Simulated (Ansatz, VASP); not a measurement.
# PtS2: VASP beside Ansatz

File INCAR:

```
SYSTEM = PtS2
  PREC = Accurate
  ENCUT = 400
  EDIFF = 1E-6
  ISMEAR = 0
  SIGMA = 0.03
  LREAL = .FALSE.
  LASPH = .TRUE.
  NELM = 120
  ALGO = Normal
  ISIF = 2
  LWAVE = .FALSE.
  LCHARG = .TRUE.
  LDIPOL = .TRUE.
  IDIPOL = 3
  DIPOL = 0.5 0.5 0.500
  GGA = PE
  LELF = .TRUE.
  LVHAR = .TRUE.
  LVACPOTAV = .TRUE.
  NBANDS = 18
  GGA_COMPAT = .FALSE.
  NELMDL = -8
```

The input KPOINTS:

```
Automatic mesh
0
G
  12 12 1
  0 0 0
```

POSCAR

```
PtS2
1.0
    3.5391602097      0.0000000000      0.0000000000
   -1.7695801049      3.0650026497      0.0000000000
    0.0000000000      0.0000000000     18.4827889855
S Pt
2 1
Direct
    0.3333333333      0.6666666667      0.4328351098
    0.6666666667      0.3333333333      0.5671648902
    0.0000000000      0.0000000000      0.5000000000
```

Input for Ansatz:

```yaml
crystal:
  lattice:
    - [3.5391602097, 0.0, 0.0]
    - [-1.7695801049, 3.0650026497, 0.0]
    - [0.0, 0.0, 18.4827889855]
  atoms:
    - { symbol: S, position: [0.3333333333, 0.6666666667, 0.4328351098] }
    - { symbol: Pt, position: [0.0, 0.0, 0.5] }
    - { symbol: S, position: [0.6666666667, 0.3333333333, 0.5671648902] }
basis:
  ecutwfc: 420
kpoints:
  mp_grid: { grid: [12, 12, 1] }
hamiltonian:
  xc: pbe
  pseudopotentials: { kind: paw, azcp: { folder: soft_1 } }
scf:
  occupations: { method: gaussian, width: 0.03 }
  n_extra_bands: 7
  max_iter: 160
output:
  forces: true
  eigenvalues: true
efield:
  axis: 3
  dipole_correction: true
```

Alike in both runs: task single point; functional PBE; k mesh 12 × 12 × 1; occupations gaussian, width 0.03 eV; no spin polarisation.

|  | VASP | Ansatz |
| --- | --- | --- |
| version | VASP 6.6.1 | Ansatz 0.2.0 |
| potentials or method | VASP PAW PBE potentials, release 64 (S, Pt), cutoff 400 eV | scalar-relativistic, plane waves, PAW |
| valence electrons in the cell | 22 | 30 |

```tsv
	VASP	Ansatz	Ansatz less VASP
gap on the k mesh at the Fermi level (eV)	1.83	1.82	-0.006
least direct gap on the mesh (eV)	1.98	1.97	-0.006
rms of the force components (eV/Å)	0.025	0.044	+0.0187
```

With one functional, cell and mesh, what is left measures potentials, basis and numerics. VASP's potentials hold 22 valence electrons a cell and Ansatz's 30, so a difference there can come from the potentials and not from the codes.

Neither program's run includes spin-orbit coupling.
